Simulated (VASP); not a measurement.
Runs of VASP 6.6.1 on AlNi. The structure is that of space group P-6m2 (No. 187), or close to it. The cells are those of the table. The cell was built from a structure type or drawn by symmetry, and may not be a known phase.

```tsv
task	cell	k mesh	cutoff (eV)	gap on the mesh (eV)	pressure (GPa)	relaxed volume (Å³/atom)
relaxation of cell and atoms	relaxed from a = 2.757, b = 2.757, c = 3.822 Å, angles 90.0, 90.0, 120.0°, 2 atoms	24 × 24 × 14	600	none	0.0	12.59
single point	a = 2.759, b = 2.759, c = 3.818 Å, angles 90.0, 90.0, 120.0°, 2 atoms	24 × 24 × 14	520	none	0.1	-
single point	a = 2.757, b = 2.757, c = 3.822 Å, angles 90.0, 90.0, 120.0°, 2 atoms	18 × 18 × 18	520	none	0.1	-
relaxation of cell and atoms	relaxed from a = 3.197, b = 3.197, c = 3.109 Å, angles 90.0, 90.0, 120.0°, 2 atoms	18 × 18 × 18	600	none	-0.1	(a)
```

Alike in all rows: level PBE; potentials or basis VASP PAW PBE potentials, release 64 (Al, Ni); no spin polarisation; smearing gaussian 0.1 eV.

**Question.** Fill in the values left out.

**Answer.** (a) 12.58.

Caveats: a cell axis changed by over 15 % at a fixed basis, so the end point is rough (at least some runs).

A gap of «none» marks levels without a gap at the run's occupations.
